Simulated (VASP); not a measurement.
Wanted: the native input for a VASP 6.6.1 run.

```yaml
Task: single point
Functional: PBE
Potentials_or_basis: VASP PAW PBE potentials, release 64 (Ca_sv, Ni, P)
Cutoff: 520 eV
k_mesh: 5 × 5 × 3
Occupations: fermi-dirac, width 0.1 eV
Spin: no spin polarisation
Dipole_correction: no
Further_INCAR_settings: ALGO = Normal; EDIFF = 1e-06; NBANDS = 42
```

The structure of CaNi4P3 lies in POSCAR:

```
CaNi4P3
1.0
    3.9322370000      0.0000000000      0.0000000000
    0.0000000000      3.9322370000      0.0000000000
    0.0000000000      0.0000000000      7.2092150000
Ca Ni P
1 4 3
Direct
    0.0000000000      0.0000000000      0.5000000000
    0.5000000000      0.0000000000      0.1741100000
    0.0000000000      0.5000000000      0.1741100000
    0.5000000000      0.0000000000      0.8258900000
    0.0000000000      0.5000000000      0.8258900000
    0.0000000000      0.0000000000      0.0000000000
    0.5000000000      0.5000000000      0.3508000000
    0.5000000000      0.5000000000      0.6492000000
```

One way to write it, as run:

INCAR

```
SYSTEM = CaNi4P3
ALGO = Normal
EDIFF = 1E-6
ENCUT = 520
GGA = PE
ISIF = 2
ISMEAR = -1
LASPH = .True.
LCHARG = .False.
LREAL = .False.
LWAVE = .False.
NBANDS = 42
NELM = 100
PREC = Accurate
SIGMA = 0.1
```

KPOINTS

```
k-points
0
Gamma
  5 5 3
  0 0 0
```

Potentials or basis: VASP PAW PBE potentials, release 64 (Ca_sv, Ni, P).

The run is started by

```console
$ cat potpaw_PBE.64/Ca_sv/POTCAR potpaw_PBE.64/Ni/POTCAR potpaw_PBE.64/P/POTCAR > POTCAR
$ mpirun -np 1 vasp_std > vasp.out
```

It gave:

```json
{
  "Pressure": "-4.5 GPa",
  "Largest force": "1.711 eV/Å"
}
```

Caveat: forces of over 1 eV/Å act on the atoms, so gaps and moduli don't describe the material at rest.

It took 36 s on 1 thread of Intel(R) Xeon(R) 6975P-C (Granite Rapids), with other jobs on the host, peak memory 0.22 GiB.
